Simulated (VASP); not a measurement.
Set up this calculation in VASP 6.6.1, as the native input.

* Task: relaxation of cell and atoms
* Functional: PBEsol
* Potentials or basis: VASP PAW PBE potentials, release 64 (Sn_d, Ge_d)
* Cutoff: 600 eV
* k mesh: 6 × 6 × 6
* Occupations: gaussian, width 0.03 eV
* Spin: no spin polarisation
* Further INCAR settings: ALGO = Normal; EDIFF = 1e-07; IBRION = 2; EDIFFG = -0.005; NSW = 90; ISIF = 3

The structure of Sn3Ge13 lies in POSCAR:

```
Sn3Ge13                                 
1.0
    0.0028600894      5.8441256668     -5.8536521727
    5.8469857562      5.8469857562     -0.0000000000
    5.8504269363     -0.0034411802     -5.8599420528
  Sn              Ge            
     3    13
Direct
     0.4999476242794695    0.9994968078005074    0.5010587601195154
     0.4868311480782671    0.5040157505129454    0.5051373508958423
     0.8888330157502843    0.3706750776936225    0.3698168288624703
     0.0039325437740602    0.9867055386236424    0.5046018594865558
     0.0039325437740602    0.5047600581157416    0.5046018594865558
     0.4989683774897576    0.9999542622676644    0.0001045173303571
     0.4989683774897576    0.5009728429122208    0.0001045173303571
     0.0011225135407961    0.9993351415474615    0.0002072033642810
     0.0042750549469231    0.5044022070909903    0.9869205308710961
     0.3661197729713029    0.3840214902357800    0.3651303241260689
     0.3661197729713029    0.8847284126668482    0.3651303241260689
     0.8886640350779718    0.8706360639346375    0.3700638370527531
     0.3701483433295362    0.3706516467517335    0.8885483631669969
     0.3701750282226193    0.8707401847072452    0.8883446023628903
     0.8759809241519456    0.3748949855149652    0.8751145607090954
     0.8759809241519456    0.8740095296239940    0.8751145607090954
```

These files were run (other wordings do the same):

INCAR

```
  PREC = Accurate
  ENCUT = 600
  EDIFF = 1E-7
  ISMEAR = 0
  SIGMA = 0.03
  LREAL = False
  LASPH = True
  NELM = 80
  ALGO = Normal
  ISIF = 3
  LWAVE = False
  LCHARG = False
  GGA = PS
  IBRION = 2
  NSW = 90
  EDIFFG = -0.005
  KPAR = 8
```

KPOINTS

```
regular mesh
0
Gamma
  6 6 6
```

Potentials or basis: VASP PAW PBE potentials, release 64 (Sn_d, Ge_d).

Command:

```bash
$ cat potpaw_PBE.64/Sn_d/POTCAR potpaw_PBE.64/Ge_d/POTCAR > POTCAR
$ mpirun -np 8 vasp_std > vasp.out
```

Results of the run:

```yaml
Relaxed_volume: 25.04 Å³/atom
Relaxed_cell: a = 8.272 Å, b = 8.269 Å, c = 8.282 Å, α = 60.05°, β = 59.95°, γ = 60.01°
Space_group_after_relaxing_to_0.1_Å: Cm (No. 8)
Energy_gained_by_relaxing: 0.0 meV/atom
Ionic_steps: 2
Pressure_after_relaxing: 0.0 GPa
Largest_force_after_relaxing: 0.005 eV/Å
Band_gap_on_the_k_mesh: zero (bands 112 and 113 overlap by 0.07 eV)
```

Caveat: semilocal functionals underestimate gaps, so a narrow gap can read as zero; the PAW data sets were made with another functional, which shifts forces and pressure a little; spin-orbit coupling is left out, which moves the levels of the heavy elements.

Wall time 25 min on 8 MPI ranks on Intel(R) Xeon(R) 6975P-C (Granite Rapids), with other jobs on the host, peak memory 2.9 GiB a rank.
